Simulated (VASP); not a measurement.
Input of a VASP 6.6.1 run:

The input INCAR:

```
ALGO = Normal
EDIFF = 1E-6
ENCUT = 520
GGA = PE
ISIF = 2
ISMEAR = 0
LASPH = T
LCHARG = T
LELF = T
LREAL = F
LVHAR = T
LWAVE = F
NBANDS = 14
NELM = 80
PREC = Accurate
SIGMA = 0.05
```

The input KPOINTS:

```
k-points
0
Gamma
  6 6 6
```

File POSCAR:

```
NaI
1.0
    0.0000000000      3.1878540000      3.1878540000
    3.1878540000      0.0000000000      3.1878540000
    3.1878540000      3.1878540000      0.0000000000
Na I
1 1
Direct
    0.0000000000      0.0000000000      0.0000000000
    0.5000000000      0.5000000000      0.5000000000
```

Potentials or basis: VASP PAW PBE potentials, release 64 (Na_pv, I).

The run is started by

```console
$ cat potpaw_PBE.64/Na_pv/POTCAR potpaw_PBE.64/I/POTCAR > POTCAR
$ mpirun -np 1 vasp_std > vasp.out
```

Problem. What does it give for the pressure?

Solution. 1.3 GPa.

Problem. Predict the band gap on the k mesh.

Solution. 3.77 eV.

Caveat: the cell differs from its parent crystal (strain -0.015 along x and y, -0.015 along z); spin-orbit coupling is left out, which moves the levels of the heavy elements.
